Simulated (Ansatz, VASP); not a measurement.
Two plane-wave programs on WS2

```
W S
1.0
     1.61220    0.93080    6.63194
    -1.61220    0.93080    6.63194
     0.00000   -1.86161    6.63194
W S
1 2
Direct
  0.00068 0.00068 0.00068
  0.25631 0.25631 0.25631
  0.41171 0.41171 0.41171
```

Alike in both runs: functional r2SCAN; k mesh 10 × 10 × 10; occupations fermi-dirac, width 0.02 eV; no spin polarisation.

Ansatz relaxed the structure, and its values are those at the end. VASP's run is a single point on that final structure, the one shown.

```csv
,VASP,Ansatz
version,VASP 6.6.1,Ansatz 0.2.0
potentials or method,"VASP PAW PBE potentials, release 64 (W_sv, S), cutoff 520 eV",PAW plane waves
valence electrons in the cell,26,26
```

|  | VASP | Ansatz | Ansatz less VASP |
| --- | --- | --- | --- |
| gap on the k mesh at the Fermi level (eV) | 1.33 | 1.31 | -0.017 |
| pressure (GPa) | -2.4 | -2.5 | -0.11 |
| rms of the force components (eV/Å) | 0.007 | 0.000 | -0.0066 |

VASP's potentials were made for PBE, not for r2SCAN. With one functional, cell and mesh, what is left measures potentials, basis and numerics. Ansatz's warnings: stress scf threshold loose.

Neither program's run includes spin-orbit coupling.
